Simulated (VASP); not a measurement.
# MnO (Fm-3m) in VASP: single point with PBE+U

Aim: the single point of MnO with PBE+U.

All numbers are computed with VASP 6.6.1; they aren't measurements. Logs are shortened: lines on timing, memory, paths and dates and some standing lists are left out, and cuts for length are marked.

## (1) The cell of the first run

The structure is cubic, space group Fm-3m (No. 225). Conventional cell: a = 4.533 Å, b = 4.533 Å, c = 4.533 Å, α = 90.00°, β = 90.00°, γ = 90.00°. Mn (site symmetry m-3m) has 6 O at 2.27 Å within 3.0 Å. O (site symmetry m-3m) has 6 Mn at 2.27 Å within 3.0 Å.

## (2) Single point, PBE+U, collinear spin, ferromagnetic start (11.64 Å³/atom)

Contents of INCAR:

```
SYSTEM = MnO
PREC = Accurate ; ENCUT = 1340
EDIFF = 1E-6 ; ISMEAR = 0
SIGMA = 0.05 ; LREAL = .False.
LASPH = .True. ; NELM = 200
ALGO = Normal ; ISIF = 2
LWAVE = .False. ; LCHARG = .True.
ISPIN = 2 ; MAGMOM = 4.76 0.18
LORBIT = 11 ; LMAXMIX = 4
LDAU = .True. ; LDAUTYPE = 2
LDAUL = 2 -1 ; LDAUU = 3.9 0
LDAUJ = 0 0 ; LDAUPRINT = 1
GGA = PE ; LELF = .True.
LVHAR = .True. ; NBANDS = 22
GGA_COMPAT = .False.
```

Contents of KPOINTS:

```
regular mesh
0
Gamma
  12 12 12
  0 0 0
```

Contents of POSCAR:

```
MnO
1.0
    0.0000000000      2.2664522272      2.2664522272
    2.2664522272      0.0000000000      2.2664522272
    2.2664522272      2.2664522272      0.0000000000
Mn O
1 1
Direct
    0.0000000000      0.0000000000      0.0000000000
    0.5000000000      0.5000000000      0.5000000000
```

Potentials or basis: VASP PAW PBE potentials, release 64 (Mn_sv, O_h).

Launch:

```
> cat potpaw_PBE.64/Mn_sv/POTCAR potpaw_PBE.64/O_h/POTCAR > POTCAR
> mpirun -np 1 vasp_std > vasp.out
```

OUTCAR:

```text
SYSTEM = MnO
   PREC = Accurate
   ENCUT = 1340
   EDIFF = 1E-6
   ISMEAR = 0
   LREAL = .False.
   LASPH = .True.
   NELM = 200
   ISIF = 2
   ISPIN = 2
   LORBIT = 11
   GGA = PE

 ion  position               nearest neighbor table
   1  0.000  0.000  0.000-
   2  0.500  0.500  0.500-

  LATTYP: Found a face centered cubic cell.
 ALAT       =     4.5329044544

  Lattice vectors:

 A1 = (   0.0000000000,   2.2664522272,   2.2664522272)
 A2 = (   2.2664522272,   0.0000000000,   2.2664522272)
 A3 = (   2.2664522272,   2.2664522272,   0.0000000000)

Analysis of symmetry for initial positions (statically):
=====================================================================
 Subroutine PRICEL returns:
 Original cell was already a primitive cell.

 Routine SETGRP: Setting up the symmetry group for a
 face centered cubic supercell.

 Subroutine GETGRP returns: Found 48 space group operations
 (whereof 48 operations were pure point group operations)
 out of a pool of 48 trial point group operations.

The static configuration has the point symmetry O_h .

Analysis of symmetry for dynamics (positions and initial velocities):
=====================================================================
 Subroutine PRICEL returns:
 Original cell was already a primitive cell.

 Routine SETGRP: Setting up the symmetry group for a
 face centered cubic supercell.

 Subroutine GETGRP returns: Found 48 space group operations
 (whereof 48 operations were pure point group operations)
 out of a pool of 48 trial point group operations.

The dynamic configuration has the point symmetry O_h .

Analysis of structural, dynamic, and magnetic symmetry:
=====================================================================
 Subroutine PRICEL returns:
 Original cell was already a primitive cell.

 Routine SETGRP: Setting up the symmetry group for a
 face centered cubic supercell.

 Subroutine GETGRP returns: Found 48 space group operations
 (whereof 48 operations were pure point group operations)
 out of a pool of 48 trial point group operations.
[... 168 lines left out ...]
  o =  0.0127  v =  0.0000  0.0000  0.0000  0.0000  0.0000  0.9992  0.0399 -0.0000 -0.0058 -0.0000      0.0000  0.0000  0.0000  0.0000  0.0000  0.0000  0.0000  0.0000  0.0000  0.0000
  o =  0.0486  v =  0.0000  0.0000  0.0000  0.0000  0.0000 -0.0000 -0.0000 -1.0000 -0.0000 -0.0070      0.0000  0.0000  0.0000  0.0000  0.0000  0.0000  0.0000  0.0000  0.0000  0.0000
  o =  0.0486  v =  0.0000  0.0000  0.0000  0.0000  0.0000  0.0000 -0.0000 -0.0070 -0.0000  1.0000      0.0000  0.0000  0.0000  0.0000  0.0000  0.0000  0.0000  0.0000  0.0000  0.0000
  o =  0.9126  v =  1.0000  0.0000  0.0000  0.0000  0.0000  0.0000  0.0000  0.0000  0.0000  0.0000      0.0000  0.0000  0.0000  0.0000  0.0000  0.0000  0.0000  0.0000  0.0000  0.0000
  o =  0.9126  v =  0.0000 -0.9774 -0.0000 -0.2113  0.0000  0.0000  0.0000  0.0000  0.0000  0.0000      0.0000  0.0000  0.0000  0.0000  0.0000  0.0000  0.0000  0.0000  0.0000  0.0000
  o =  0.9126  v =  0.0000  0.2113  0.0000 -0.9774 -0.0000  0.0000  0.0000  0.0000  0.0000  0.0000      0.0000  0.0000  0.0000  0.0000  0.0000  0.0000  0.0000  0.0000  0.0000  0.0000
  o =  0.9422  v =  0.0000  0.0000 -0.0102 -0.0000  0.9999  0.0000  0.0000  0.0000  0.0000  0.0000      0.0000  0.0000  0.0000  0.0000  0.0000  0.0000  0.0000  0.0000  0.0000  0.0000
  o =  0.9422  v =  0.0000  0.0000 -0.9999 -0.0000 -0.0102  0.0000  0.0000  0.0000  0.0000  0.0000      0.0000  0.0000  0.0000  0.0000  0.0000  0.0000  0.0000  0.0000  0.0000  0.0000

 number of electron      20.9999999 magnetization       4.9999999

 Free energy of the ion-electron system (eV)
  ---------------------------------------------------
  ext. energy  EPLUGINS =         0.00000000
  ---------------------------------------------------
  free energy    TOTEN  =       -15.34408809 eV

  energy without entropy =      -15.34405658  energy(sigma->0) =      -15.34407234

 E-fermi :   8.1483     XC(G=0): -11.5314

 val. band max:        8.0859682713   @ k =   0.5000   0.0000   0.0000
 cond. band min:       8.1501580885   @ k =   0.0000   0.0000   0.0000
 fundamental gap:      0.0641898173
 Fermi energy:         8.1482566528

 spin component 1

 k-point     1 :       0.0000    0.0000    0.0000
  band No.  band energies     occupation
      1     -72.8505      1.00000
      2     -41.5962      1.00000
      3     -41.5962      1.00000
      4     -41.5962      1.00000
      5     -10.7455      1.00000
      6       4.2287      1.00000
[... 1193 lines left out ...]
     21      33.3741      0.00000
     22      35.0589      0.00000

 [... further k-points ...]

------------------------ aborting loop because EDIFF is reached ----------------------------------------

  FORCE on cell =-STRESS in cart. coord.  units (eV):
  Direction    XX          YY          ZZ          XY          YZ          ZX
  --------------------------------------------------------------------------------------
  -------------------------------------------------------------------------------------
  Total       -0.3540927     -0.3540927     -0.3540927      0.0000000      0.0000000      0.0000000
  in kB      -24.3645219    -24.3645219    -24.3645219      0.0000000      0.0000000      0.0000000
  external PRESSURE =     -24.3645219 kB  Pullay stress =       0.0000000 kB

 VOLUME and BASIS-vectors are now :
 -----------------------------------------------------------------------------
  energy-cutoff  :     1340.00
  volume of cell :       23.28
      direct lattice vectors                 reciprocal lattice vectors
     0.000000000  2.266452227  2.266452227    -0.220609106  0.220609106  0.220609106
     2.266452227  0.000000000  2.266452227     0.220609106 -0.220609106  0.220609106
     2.266452227  2.266452227  0.000000000     0.220609106  0.220609106 -0.220609106

 POSITION                                       TOTAL-FORCE (eV/Angst)
 -----------------------------------------------------------------------------------
      0.00000      0.00000      0.00000         0.000000      0.000000      0.000000
      2.26645      2.26645      2.26645         0.000000      0.000000      0.000000
 -----------------------------------------------------------------------------------
    total drift:                                0.000000     -0.000000     -0.000000

  FREE ENERGIE OF THE ION-ELECTRON SYSTEM (eV)
  ---------------------------------------------------
  free  energy   TOTEN  =       -15.3440880942 eV

  energy  without entropy=      -15.3440565796  energy(sigma->0) =      -15.34407234

 total charge

# of ion       s       p       d       tot
------------------------------------------
    1        2.111   6.009   4.735  12.855
    2        1.039   2.299   0.000   3.338
--------------------------------------------------
tot          3.150   8.307   4.735  16.193

 magnetization (x)

# of ion       s       p       d       tot
------------------------------------------
    1        0.023   0.015   4.469   4.507
    2        0.022   0.104   0.000   0.126
--------------------------------------------------
tot          0.045   0.119   4.469   4.632
```

OSZICAR:

```text
N       E                     dE             d eps       ncg     rms          rms(c)
DAV:   1     0.419169022488E+03    0.41917E+03   -0.17974E+04  6400   0.220E+03
DAV:   2     0.232090817082E+02   -0.39596E+03   -0.36845E+03  6450   0.569E+02
DAV:   3    -0.135288261363E+02   -0.36738E+02   -0.34497E+02  8070   0.184E+02
DAV:   4    -0.159517123673E+02   -0.24229E+01   -0.23907E+01 10764   0.411E+01
DAV:   5    -0.159995842035E+02   -0.47872E-01   -0.47866E-01  7788   0.518E+00    0.134E+01
DAV:   6    -0.149884189722E+02    0.10112E+01   -0.97509E+00 10026   0.363E+01    0.129E+01
DAV:   7    -0.153289804108E+02   -0.34056E+00   -0.88973E-01  9380   0.145E+01    0.727E+00
DAV:   8    -0.153352249699E+02   -0.62446E-02   -0.14713E-01  8414   0.454E+00    0.299E+00
DAV:   9    -0.153389208861E+02   -0.36959E-02   -0.15342E-02  8882   0.185E+00    0.776E-01
DAV:  10    -0.153431135641E+02   -0.41927E-02   -0.23292E-03  9840   0.529E-01    0.259E-01
DAV:  11    -0.153439749409E+02   -0.86138E-03   -0.55633E-04  9940   0.343E-01    0.636E-02
DAV:  12    -0.153440637825E+02   -0.88842E-04   -0.51633E-05  9212   0.107E-01    0.415E-02
DAV:  13    -0.153440825553E+02   -0.18773E-04   -0.23802E-05  7908   0.539E-02    0.145E-02
DAV:  14    -0.153440877381E+02   -0.51828E-05   -0.13894E-06  7716   0.146E-02    0.323E-03
DAV:  15    -0.153440880942E+02   -0.35611E-06   -0.25269E-07  4958   0.596E-03
   1 F= -.15344088E+02 E0= -.15344072E+02  d E =-.315147E-04  mag=     5.0000
```

Wall time 7.3 min (1 thread of Intel Xeon Platinum 8375C at 2.90GHz (Ice Lake), shared host); peak memory 0.43 GiB.

Results:

- Free energy: -15.3441 eV
- Pressure: -2.4 GPa
- Band gap on the k mesh: 0.06 eV (least direct gap 2.29 eV)
- Net moment: 5.00 μB per cell
- Site moments: Mn +4.51; O +0.13 μB
- Valence electrons inside the program's atomic spheres: Mn 12.86; O 3.34

Levels at points of the mesh, in eV from the valence-band top:
Spin up:
| k point | band 10 | band 11 | band 12 | band 13 | band 14 | band 15 | band 16 | band 17 |
| --- | --- | --- | --- | --- | --- | --- | --- | --- |
| (0.00, 0.00, 0.00) | -3.55 | -2.51 | -2.51 | -2.51 | 0.06 | 14.56 | 16.08 | 16.08 |
| (0.50, 0.00, 0.00) | -3.15 | -2.40 | 0.00 | 0.00 | 4.13 | 8.08 | 12.22 | 12.22 |
| (0.50, 0.50, 0.00) | -3.21 | -2.94 | -2.94 | -2.87 | 5.35 | 8.39 | 10.33 | 13.84 |
Spin down:
```
           k point  band 6  band 7  band 8  band 9  band 10  band 11
(0.00, 0.00, 0.00)   -2.22   -2.22   -2.22    1.38     3.26     3.26
(0.50, 0.00, 0.00)   -5.99   -3.37   -3.37    4.27     4.58     4.58
(0.50, 0.50, 0.00)   -5.19   -3.17   -3.17    1.45     4.45     4.51
```

Eigenvalues of the final occupation matrices:
```csv
site,spin,trace,eigenvalues
site 1 d,1,4.62,0.91 0.91 0.91 0.94 0.94
site 1 d,2,0.14,0.01 0.01 0.01 0.05 0.05
```

Caveat: a cell with one magnetic atom can't hold antiferromagnetic order, which such compounds often take. A k mesh can miss the band edges.
